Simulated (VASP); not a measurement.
Wanted: the native input for a VASP 6.6.1 run.

| Item | Value |
| --- | --- |
| Task | single point |
| Functional | LDA |
| Potentials or basis | VASP PAW LDA potentials, release 64 (Sn_d, O) |
| Cutoff | 520 eV |
| k mesh | 12 × 12 × 10 |
| Occupations | gaussian, width 0.15 eV |
| Spin | no spin polarisation |
| Dipole correction | no |
| Further INCAR settings | ALGO = Normal; EDIFF = 1e-06; NBANDS = 28 |

The structure of SnO lies in POSCAR:

```
SnO
1.0
    3.7918527601      0.0000000000      0.0000000000
    0.0000000000      3.7918527601      0.0000000000
    0.0000000000      0.0000000000      4.4103039452
Sn O
2 2
Direct
    0.0000000000      0.5000000000      0.2457459271
    0.5000000000      0.0000000000      0.7542540729
    0.0000000000      0.0000000000      0.0000000000
    0.5000000000      0.5000000000      0.0000000000
```

This cell differs from its parent crystal: volume 15.853 Å^3 an atom, c/a of the conventional cell 1.1631.

These files were run (other wordings do the same):

INCAR

```
ALGO = Normal
EDIFF = 1E-6
ENCUT = 520
GGA = CA
ISIF = 2
ISMEAR = 0
LASPH = True
LCHARG = False
LREAL = False
LWAVE = False
NBANDS = 28
NELM = 60
PREC = Accurate
SIGMA = 0.15
```

KPOINTS

```
k-points
0
Gamma
  12 12 10
```

Potentials or basis: VASP PAW LDA potentials, release 64 (Sn_d, O).

Command:

```console
$ cat potpaw_LDA.64/Sn_d/POTCAR potpaw_LDA.64/O/POTCAR > POTCAR
$ mpirun -np 1 vasp_std > vasp.out
```

It gave:

```yaml
Pressure: 4.1 GPa
Largest_force: 0.897 eV/Å
Band_gap_on_the_k_mesh: zero (band 20 reaches 7.97 eV, above the bottom of band 21 at 7.96 eV)
```

Caveat: spin-orbit coupling is left out, which moves the levels of the heavy elements.

Run time: 4.9 min on 1 thread of Intel Xeon 6975P-C (shared host), peak memory 0.33 GiB.
